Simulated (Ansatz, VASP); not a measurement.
RbSrSi2 in VASP and in Ansatz

```
Rb Sr Si
1.0
     4.26211    0.00000    0.00000
     0.00000    4.26211    0.00000
     0.00000    0.00000    4.48573
Rb Sr Si
1 1 2
Direct
  0.00000 0.00000 0.50000
  0.00000 0.00000 0.00000
  0.50000 0.50000 0.25478
  0.50000 0.50000 0.74522
```

Alike in both runs: task relaxation of cell and atoms; functional PBE; k mesh 4 × 4 × 4; occupations gaussian, width 0.1 eV; no spin polarisation.

```csv
,VASP,Ansatz
version,VASP 6.6.1,Ansatz 0.2.0
potentials or method,"VASP PAW PBE potentials, release 64 (Rb_sv, Sr_sv, Si), cutoff 600 eV","scalar-relativistic, plane waves, PAW"
valence electrons in the cell,27,27
```

|  | VASP | Ansatz | Ansatz less VASP |
| --- | --- | --- | --- |
| gap on the k mesh at the Fermi level, each at its own relaxed structure (eV) | none | none | - |
| relaxed volume (Å³/atom) | 35.50 | 35.73 | +0.228 |
| relaxed cell length with the largest relative difference (Å) | 7.575 | 7.628 | +0.0534 |

A gap of «none» marks a metal or a gap that the smearing closes.

The k mesh is coarse, so the values compare programs but aren't converged. Noted on VASP's run: the volume moved by over 15 % at a fixed basis, so the end points are rough.
